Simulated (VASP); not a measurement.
# BC5 (F-43m) in VASP: further runs

Runs on BC5. Level: PBE. Tasks: single point.

All numbers are computed with VASP 6.6.1; they aren't measurements. Logs are shortened: lines on timing, memory, paths and dates and some standing lists are left out, and cuts for length are marked.

### Step 1. The cell of the first run

The structure is cubic, space group F-43m (No. 216). Conventional cell: a = 5.867 Å, b = 5.867 Å, c = 5.867 Å, α = 90.00°, β = 90.00°, γ = 90.00°. B (site symmetry -43m) has 16 C at 2.50 to 2.54 Å within 3.3 Å. C (site symmetry -43m) has 12 C at 2.40 Å and 4 B at 2.54 Å within 3.2 Å. Within 2.1 Å of C (site symmetry 3m) lie 3 C at 1.57 Å.

### Step 2. Single point, PBE

INCAR

```
PREC     = Accurate       # precision mode
ENCUT    = 910            # plane-wave cutoff, eV
EDIFF    = 1E-6           # SCF threshold, eV
ISMEAR   = 0              # smearing method
SIGMA    = 0.1            # smearing width, eV
LREAL    = False          # projectors in reciprocal space
LASPH    = True           # aspherical terms in the spheres
NELM     = 120            # most SCF steps
ALGO     = Normal         # electronic algorithm
ISIF     = 2              # what is computed and relaxed
LWAVE    = False          # write WAVECAR
LCHARG   = False          # write CHGCAR
GGA      = PE             # functional
NBANDS   = 20             # bands
GGA_COMPAT= False
```

KPOINTS

```
regular mesh
0
Gamma
  12 12 12
```

POSCAR

```
BC5
1.0
    0.0000000000      2.9333780489      2.9333780489
    2.9333780489      0.0000000000      2.9333780489
    2.9333780489      2.9333780489      0.0000000000
B C
1 5
Direct
    0.7500000000      0.7500000000      0.7500000000
    0.5000000000      0.5000000000      0.5000000000
    0.1552570947      0.5342287159      0.1552570947
    0.1552570947      0.1552570947      0.1552570947
    0.5342287159      0.1552570947      0.1552570947
    0.1552570947      0.1552570947      0.5342287159
```

Potentials or basis: VASP PAW PBE potentials, release 64 (B_h, C_h).

Launch:

```sh
$ cat potpaw_PBE.64/B_h/POTCAR potpaw_PBE.64/C_h/POTCAR > POTCAR
$ mpirun -np 1 vasp_std > vasp.out
```

OUTCAR:

```text
PREC = Accurate
   ENCUT = 910
   EDIFF = 1E-6
   ISMEAR = 0
   LREAL = False
   LASPH = True
   NELM = 120
   ISIF = 2
   GGA = PE

 ion  position               nearest neighbor table
   1  0.750  0.750  0.750-
   2  0.500  0.500  0.500-
   3  0.155  0.534  0.155-
   4  0.155  0.155  0.155-
   5  0.534  0.155  0.155-
   6  0.155  0.155  0.534-

  LATTYP: Found a face centered cubic cell.
 ALAT       =     5.8667560978

  Lattice vectors:

 A1 = (   0.0000000000,   2.9333780489,   2.9333780489)
 A2 = (   2.9333780489,   0.0000000000,   2.9333780489)
 A3 = (   2.9333780489,   2.9333780489,   0.0000000000)

Analysis of symmetry for initial positions (statically):
=====================================================================
 Subroutine PRICEL returns:
 Original cell was already a primitive cell.

 Routine SETGRP: Setting up the symmetry group for a
 face centered cubic supercell.

 Subroutine GETGRP returns: Found 24 space group operations
 (whereof 24 operations were pure point group operations)
 out of a pool of 48 trial point group operations.

The static configuration has the point symmetry T_d .

Analysis of symmetry for dynamics (positions and initial velocities):
=====================================================================
 Subroutine PRICEL returns:
 Original cell was already a primitive cell.

 Routine SETGRP: Setting up the symmetry group for a
 face centered cubic supercell.

 Subroutine GETGRP returns: Found 24 space group operations
 (whereof 24 operations were pure point group operations)
 out of a pool of 48 trial point group operations.

The dynamic configuration has the point symmetry T_d .

 Subroutine INISYM returns: Found 24 space group operations
 (whereof 24 operations are pure point group operations),
 and found     1 'primitive' translations

----------------------------------------------------------------------------------------

                                     Primitive cell

  volume of cell :      50.4817

  direct lattice vectors                    reciprocal lattice vectors
     0.000000000  2.933378049  2.933378049    -0.170451947  0.170451947  0.170451947
     2.933378049  0.000000000  2.933378049     0.170451947 -0.170451947  0.170451947
     2.933378049  2.933378049  0.000000000     0.170451947  0.170451947 -0.170451947

  length of vectors
     4.148423020  4.148423020  4.148423020     0.295231433  0.295231433  0.295231433

  position of ions in fractional coordinates (direct lattice)
     0.750000000  0.750000000  0.750000000
     0.500000000  0.500000000  0.500000000
     0.155257095  0.534228716  0.155257095
     0.155257095  0.155257095  0.155257095
     0.534228716  0.155257095  0.155257095
     0.155257095  0.155257095  0.534228716

  ion indices of the primitive-cell ions
   primitive index   ion index
                 1           1
                 2           2
                 3           3
                 4           4
                 5           5
                 6           6

----------------------------------------------------------------------------------------

 KPOINTS: regular mesh

Automatic generation of k-mesh.
 Grid dimensions read from file:
 generate k-points for:   12   12   12

 Generating k-lattice:

  Cartesian coordinates                     Fractional coordinates (reciprocal lattice)
    -0.014204329  0.014204329  0.014204329     0.083333333  0.000000000  0.000000000
     0.014204329 -0.014204329  0.014204329     0.000000000  0.083333333  0.000000000
     0.014204329  0.014204329 -0.014204329     0.000000000  0.000000000  0.083333333

  Length of vectors
     0.024602619  0.024602619  0.024602619

  Shift w.r.t. Gamma in fractional coordinates (k-lattice)
     0.000000000  0.000000000  0.000000000

 Subroutine IBZKPT returns following result:
 ===========================================

 Found     72 irreducible k-points:

 Following reciprocal coordinates:
            Coordinates               Weight
  0.000000  0.000000  0.000000      1.000000
  0.083333  0.000000  0.000000      8.000000
  0.166667  0.000000  0.000000      8.000000
  0.250000  0.000000  0.000000      8.000000
  0.333333  0.000000  0.000000      8.000000
  0.416667  0.000000  0.000000      8.000000
[... 16 lines left out ...]
  0.500000  0.166667  0.000000     24.000000
 -0.416667  0.166667  0.000000     24.000000
 [... further k-points ...]
   k-points           NKPTS =     72   k-points in BZ     NKDIM =     72   number of bands    NBANDS=     20
   number of dos      NEDOS =    301   number of ions     NIONS =      6
   total plane-waves  NPLWV =  74088
   dimension x,y,z NGX =    42 NGY =   42 NGZ =   42
   dimension x,y,z NGXF=    84 NGYF=   84 NGZF=   84
   ions per type =               1   5
   NGX,Y,Z   is equivalent  to a cutoff of  16.83, 16.83, 16.83 a.u.
   NGXF,Y,Z  is equivalent  to a cutoff of  33.66, 33.66, 33.66 a.u.
 SYSTEM =  unknown system
   PREC   = accura    normal or accurate (medium, high low for compatibility)
   ISTART =      0    job   : 0-new  1-cont  2-samecut
   ICHARG =      2    charge: 1-file 2-atom 10-const
   ISPIN  =      1    spin polarized calculation?
   LNONCOLLINEAR =      F non collinear calculations
   LSORBIT =      F    spin-orbit coupling
   LASPH  =      T    aspherical Exc in radial PAW
   ENCUT  =  910.0 eV  66.88 Ry    8.18 a.u.  10.20 10.20 10.20*2*pi/ulx,y,z
   NELM   =    120;   NELMIN=  2; NELMDL= -5     # of ELM steps
   EDIFF  = 0.1E-05   stopping-criterion for ELM
   LREAL  =      F    real-space projection
   EDIFFG = 0.1E-04   stopping-criterion for IOM
   NSW    =      0    number of steps for IOM
   IBRION =     -1    ionic relax: 0-MD 1-quasi-New 2-CG
   NFREE  =      0    steps in history (QN), initial steepest desc. (CG)
   ISIF   =      2    stress and relaxation
   ISYM   =      2    0-nonsym 1-usesym 2-fastsym
   POTIM  = 0.5000    time-step for ionic-motion
   TEBEG  =    0.0;   TEEND  =   0.0 temperature during run
   PSTRESS=    0.0 pullay stress
   NELECT =      23.0000    total number of electrons
   NUPDOWN=      -1.0000    fix difference up-down
   EMIN   =  10.00;   EMAX   =-10.00  energy-range for DOS
   EFERMI =   0.00;   METHOD = LEGACY
   ISMEAR =     0;   SIGMA  =   0.10  broadening in eV -4-tet -1-fermi 0-gaus
   EFERMI_NEDOS =   21; number of points for ismear=-14 and -15
   IALGO  =     38    algorithm
   IMIX   =      4    mixing-type and parameters
     AMIX     =   0.40;   BMIX     =  1.00
     AMIX_MAG =   1.60;   BMIX_MAG =  1.00
  volume/ion in A,a.u.               =       8.41        56.78
  Fermi-wavevector in a.u.,A,eV,Ry     =   1.259716  2.380519 21.590882  1.586885
  Thomas-Fermi vector in A             =   2.393262
   LORBIT       =      0    0 simple, 1 ext, 2 COOP (PROOUT), +10 PAW based schemes
   GGA     = PE    functional components
   LHFCALC =     F    Hartree Fock is set to
   AEXX    =    0.0000 exact exchange contribution
   IVDW    =     0    specifies the selected vdW correction
   LEPSILON=     F    determine dielectric tensor
   LRPA    =     F    only Hartree local field effects (RPA)
 non-spin polarized calculation
 Gauss-broadening in eV      SIGMA  =   0.10
  energy-cutoff  :      910.00
  volume of cell :       50.48
 maximum number of plane-waves:      3168
 NGX is ok and might be reduce to    42
   NGX = 21   NGY = 21   NGZ = 21

 number of electron      23.0000000 magnetization

 Free energy of the ion-electron system (eV)
  ---------------------------------------------------
  ext. energy  EPLUGINS =         0.00000000
  ---------------------------------------------------
  free energy    TOTEN  =       -29.52240799 eV

  energy without entropy =      -29.50908252  energy(sigma->0) =      -29.51574526

 E-fermi :   6.1861     XC(G=0): -11.7396

 val. band max:        6.1810719448   @ k =   0.5000   0.3333   0.1667
 cond. band min:       6.1885115760   @ k =  -0.2500   0.2500   0.0833
 fundamental gap:      0.0074396312
 Fermi energy:         6.1861138702

 k-point     1 :       0.0000    0.0000    0.0000
  band No.  band energies     occupation
      1     -14.4301      2.00000
      2      -4.9747      2.00000
      3      -2.5139      2.00000
      4      -2.5139      2.00000
      5      -2.5139      2.00000
      6       0.5889      2.00000
[... 12 lines left out ...]
     19      14.8929      0.00000
     20      14.8929      0.00000

 k-point     2 :       0.0833    0.0000    0.0000
  band No.  band energies     occupation
      1     -14.4078      2.00000
      2      -5.1287      2.00000
      3      -2.5406      2.00000
      4      -2.5406      2.00000
      5      -2.4192      2.00000
      6       0.3512      2.00000
[... 12 lines left out ...]
     19      14.7202      0.00000
     20      14.7353      0.00000

 k-point     3 :       0.1667    0.0000    0.0000
  band No.  band energies     occupation
      1     -14.3454      2.00000
      2      -5.4889      2.00000
      3      -2.6092      2.00000
      4      -2.6092      2.00000
      5      -2.3205      2.00000
      6       0.1620      2.00000
[... 12 lines left out ...]
     19      14.2936      0.00000
     20      14.2937      0.00000

 k-point     4 :       0.2500    0.0000    0.0000
  band No.  band energies     occupation
      1     -14.2569      2.00000
      2      -5.9019      2.00000
      3      -2.6935      2.00000
      4      -2.6935      2.00000
      5      -2.4425      2.00000
      6       0.4273      2.00000
[... 12 lines left out ...]
     19      13.8111      0.00000
     20      13.8111      0.00000

 k-point     5 :       0.3333    0.0000    0.0000
  band No.  band energies     occupation
      1     -14.1641      2.00000
      2      -6.2662      2.00000
      3      -2.7687      2.00000
      4      -2.7687      2.00000
      5      -2.6801      2.00000
      6       1.0071      2.00000
[... 12 lines left out ...]
     19      13.4351      0.00000
     20      13.4351      0.00000

 k-point     6 :       0.4167    0.0000    0.0000
  band No.  band energies     occupation
      1     -14.0931      2.00000
      2      -6.5147      2.00000
      3      -2.8678      2.00000
      4      -2.8188      2.00000
      5      -2.8188      2.00000
      6       1.5811      2.00000
[... 12 lines left out ...]
     19      13.2177      0.00000
     20      13.2177      0.00000

 k-point     7 :       0.5000    0.0000    0.0000
  band No.  band energies     occupation
      1     -14.0664      2.00000
      2      -6.6029      2.00000
      3      -2.9358      2.00000
      4      -2.8361      2.00000
      5      -2.8361      2.00000
      6       1.6408      2.00000
[... 12 lines left out ...]
     19      13.1480      0.00000
     20      13.1480      0.00000
[... 277 lines left out ...]
 k-point    20 :       0.2500    0.1667    0.0000
  band No.  band energies     occupation
      1     -14.2514      2.00000
      2      -5.8060      2.00000
      3      -3.1403      2.00000
      4      -3.0563      2.00000
      5      -1.3089      2.00000
      6      -0.4921      2.00000
[... 12 lines left out ...]
     19      13.4893      0.00000
     20      14.3280      0.00000

 k-point    21 :       0.3333    0.1667    0.0000
  band No.  band energies     occupation
      1     -14.1683      2.00000
      2      -6.0770      2.00000
      3      -3.4990      2.00000
      4      -3.1504      2.00000
      5      -1.2853      2.00000
      6      -0.1545      2.00000
[... 12 lines left out ...]
     19      13.1121      0.00000
     20      13.8891      0.00000

 k-point    22 :       0.4167    0.1667    0.0000
  band No.  band energies     occupation
      1     -14.0900      2.00000
      2      -6.2999      2.00000
      3      -3.8663      2.00000
      4      -3.1764      2.00000
      5      -1.3929      2.00000
      6       0.3478      2.00000
[... 12 lines left out ...]
     19      12.9344      0.00000
     20      13.4346      0.00000

 k-point    23 :       0.5000    0.1667    0.0000
  band No.  band energies     occupation
      1     -14.0394      2.00000
      2      -6.4282      2.00000
      3      -4.1367      2.00000
      4      -3.1308      2.00000
      5      -1.4904      2.00000
      6       0.5791      2.00000
[... 12 lines left out ...]
     19      12.9342      0.00000
     20      13.0833      0.00000

 k-point    24 :      -0.4167    0.1667    0.0000
  band No.  band energies     occupation
      1     -14.0325      2.00000
      2      -6.4392      2.00000
      3      -4.2562      2.00000
      4      -3.0223      2.00000
      5      -1.5302      2.00000
      6       0.6809      2.00000
[... 12 lines left out ...]
     19      12.8882      0.00000
     20      13.0703      0.00000

 [... further k-points ...]

------------------------ aborting loop because EDIFF is reached ----------------------------------------

  FORCE on cell =-STRESS in cart. coord.  units (eV):
  Direction    XX          YY          ZZ          XY          YZ          ZX
  --------------------------------------------------------------------------------------
  -------------------------------------------------------------------------------------
  Total       -0.0488974     -0.0488974     -0.0488974      0.0000000      0.0000000      0.0000000
  in kB       -1.5518942     -1.5518942     -1.5518942      0.0000000      0.0000000      0.0000000
  external PRESSURE =      -1.5518942 kB  Pullay stress =       0.0000000 kB

 VOLUME and BASIS-vectors are now :
 -----------------------------------------------------------------------------
  energy-cutoff  :      910.00
  volume of cell :       50.48
      direct lattice vectors                 reciprocal lattice vectors
     0.000000000  2.933378049  2.933378049    -0.170451947  0.170451947  0.170451947
     2.933378049  0.000000000  2.933378049     0.170451947 -0.170451947  0.170451947
     2.933378049  2.933378049  0.000000000     0.170451947  0.170451947 -0.170451947

 POSITION                                       TOTAL-FORCE (eV/Angst)
 -----------------------------------------------------------------------------------
      4.40007      4.40007      4.40007        -0.000000     -0.000000     -0.000000
      2.93338      2.93338      2.93338        -0.000000     -0.000000     -0.000000
      2.02252      0.91086      2.02252         0.010785     -0.010785      0.010785
      0.91086      0.91086      0.91086        -0.010785     -0.010785     -0.010785
      0.91086      2.02252      2.02252        -0.010785      0.010785      0.010785
      2.02252      2.02252      0.91086         0.010785      0.010785     -0.010785
 -----------------------------------------------------------------------------------
    total drift:                                0.000000      0.000000      0.000000

  FREE ENERGIE OF THE ION-ELECTRON SYSTEM (eV)
  ---------------------------------------------------
  free  energy   TOTEN  =       -29.5224079945 eV

  energy  without entropy=      -29.5090825249  energy(sigma->0) =      -29.51574526
```

It took 2.1 min on 1 thread of Intel Xeon Platinum 8488C (Sapphire Rapids), shared host; peak memory 0.33 GiB.

Results:

```
Free energy            : -29.5224 eV
Pressure               : -0.2 GPa
Largest force          : 0.019 eV/Å
Band gap on the k mesh : zero (an odd number of electrons rules out a gap without spin polarisation)
```

Forces on the atoms (eV/Å):
```
B    0.000  0.000  0.000
C    0.000  0.000  0.000
C    0.011 -0.011  0.011
C   -0.011 -0.011 -0.011
C   -0.011  0.011  0.011
C    0.011  0.011 -0.011
```

Caveat: the cutoff is under 1.25 times the usual one of these potentials, so pressure, stress and relaxed cells hold a basis-set (Pulay) error.

[end of part 1 of 2]
